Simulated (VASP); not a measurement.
Runs of VASP 6.6.1 on Si. It takes space group Fd-3m (No. 227, cubic). Conventional cell: a = 5.444 Å, b = 5.444 Å, c = 5.444 Å, α = 90.00°, β = 90.00°, γ = 90.00°. Si (site symmetry -43m) has 4 Si at 2.36 Å within 3.1 Å. 

| task | level | potentials or basis | k mesh | cutoff (eV) | grid for exact exchange (PRECFOCK) | screening parameter | GW scheme | GW iterations | cutoff of the response function | gap on the mesh (eV) | pressure (GPa) |
| --- | --- | --- | --- | --- | --- | --- | --- | --- | --- | --- | --- |
| single point | LDA | VASP PAW LDA potentials, release 64 (Si) | 4 × 4 × 4 | 520 | - | - | - | - | - | 0.59 | -1.5 |
| single point | PBE | VASP PAW PBE potentials, release 64 (Si) | 4 × 4 × 4 | 520 | - | - | - | - | - | (a) | 1.8 |
| single point | HSE06 | VASP PAW PBE potentials, release 64 (Si) | 4 × 4 × 4 | 520 | Normal | 0.2079 1/Å | - | - | - | 1.34 | 0.0 |
| single point | PBE | VASP PAW PBE potentials, release 64 (Si) | 6 × 6 × 6 | 520 | - | - | - | - | - | 0.72 | (b) |
| single point | r2SCAN | VASP PAW PBE potentials, release 64 (Si) | 4 × 4 × 4 | 520 | - | - | - | - | - | 0.92 | 0.4 |

Alike in all rows: no spin polarisation; cell a = 3.850 Å, angles 60.0°, 2 atoms; smearing gaussian 0.01 eV.

Task: Estimate the missing entries.

Result: (a) 0.71; (b) 1.3.

Caveats: some runs use coarse meshes; the PAW data sets were made with another functional, which shifts forces and pressure a little (some runs).

A k mesh can miss the band edges.
